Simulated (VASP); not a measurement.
Write the native input for VASP 6.6.1 that does the following.

```yaml
Task: single point
Functional: PBE
Potentials_or_basis: VASP PAW PBE potentials, release 64 (Ru_pv, Al)
Cutoff: 520 eV
k_mesh: 9 × 9 × 9
Occupations: fermi-dirac, width 0.05 eV
Spin: no spin polarisation
Dipole_correction: no
Further_INCAR_settings: ALGO = Fast; EDIFF = 1e-06; NBANDS = 16
```

The structure of AlRu lies in POSCAR:

```
AlRu
1.0
    3.0309676725      0.0000000000      0.0000000000
    0.0000000000      3.0309676725      0.0000000000
    0.0000000000      0.0000000000      3.0309676725
Ru Al
1 1
Direct
    0.5000000000      0.5000000000      0.5000000000
    0.0000000000      0.0000000000      0.0000000000
```

This cell differs from its parent crystal: volume scaled by 1.04.

One way to write it, as run:

INCAR

```
SYSTEM = AlRu
  PREC = Accurate
  ENCUT = 520
  EDIFF = 1E-6
  ISMEAR = -1
  SIGMA = 0.05
  LREAL = .False.
  LASPH = .True.
  NELM = 80
  ALGO = Fast
  ISIF = 2
  LWAVE = .False.
  LCHARG = .True.
  GGA = PE
  LELF = .True.
  LVHAR = .True.
  NBANDS = 16
```

KPOINTS

```
Automatic mesh
0
Gamma
  9 9 9
  0 0 0
```

Potentials or basis: VASP PAW PBE potentials, release 64 (Ru_pv, Al).

Command:

```sh
$ cat potpaw_PBE.64/Ru_pv/POTCAR potpaw_PBE.64/Al/POTCAR > POTCAR
$ mpirun -np 1 vasp_std > vasp.out
```

Results of the run:

| Item | Value |
| --- | --- |
| Pressure | -5.4 GPa |

Run time: 9 s on 1 thread of AMD EPYC 9R14 (Zen 4), on a shared host, peak memory 0.11 GiB.
